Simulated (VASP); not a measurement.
## Ti2Co: single point with LDA

The system is Ti2Co.

```xyz
6
Lattice="0.0000 3.3650 3.3650 3.3650 0.0000 3.3650 3.3650 3.3650 0.0000" Properties=species:S:1:pos:R:3 pbc="T T T"
Ti    4.2063    4.2063    4.2063
Ti    4.2063    2.5238    2.5238
Ti    2.5238    2.5238    4.2063
Ti    2.5238    4.2063    2.5238
Co    0.0000    0.0000    0.0000
Co    1.6825    1.6825    1.6825
```

* Program: VASP 6.6.1
* Task: single point
* Functional: LDA
* Potentials or basis: VASP PAW LDA potentials, release 64 (Ti_sv, Co)
* Cutoff: 520 eV
* k mesh: 6 × 6 × 6
* Occupations: fermi-dirac, width 0.1 eV
* Spin: collinear spin, ferromagnetic start
* Starting moments: [0.0, 0.0, 0.0, 0.0, 1.8, 1.8] μB
* Dipole correction: no
* Further INCAR settings: ALGO = Normal; EDIFF = 1e-06; NBANDS = 46

- Pressure: 9.7 GPa
- Band gap on the k mesh: zero (filled and empty bands overlap)
- Net moment: 0.01 μB per cell
- Valence electrons inside the program's atomic spheres: Ti 10.80; Co 8.14

Levels at points of the mesh, in eV from the Fermi level:
Spin up:
```csv
k point,band 30,band 31,band 32,band 33,band 34,band 35,band 36,band 37
"(0.00, 0.00, 0.00)",-1.01,-1.01,0.05,0.05,0.06,0.06,0.06,3.96
"(0.50, 0.00, 0.00)",-0.50,-0.50,-0.38,-0.09,-0.09,1.10,1.10,1.20
"(0.50, 0.50, 0.00)",-0.50,-0.35,-0.35,0.40,0.40,0.72,0.72,1.59
```
Spin down:
```tsv
k point	band 29	band 30	band 31	band 32	band 33	band 34	band 35	band 36	band 37	band 38
(0.00, 0.00, 0.00)	-1.01	-1.01	-1.01	0.06	0.06	0.06	0.06	0.06	3.96	3.96
(0.50, 0.00, 0.00)	-0.55	-0.50	-0.50	-0.37	-0.09	-0.09	1.11	1.11	1.20	1.72
(0.50, 0.50, 0.00)	-0.50	-0.50	-0.34	-0.34	0.40	0.40	0.73	0.73	1.59	1.59
```

Run time: 2.5 min on 1 thread of Intel(R) Xeon(R) Platinum 8259CL CPU @ 2.50GHz (Skylake/Cascade Lake) (shared host), peak memory 0.23 GiB.

Caveat: the cell stands under pressure.
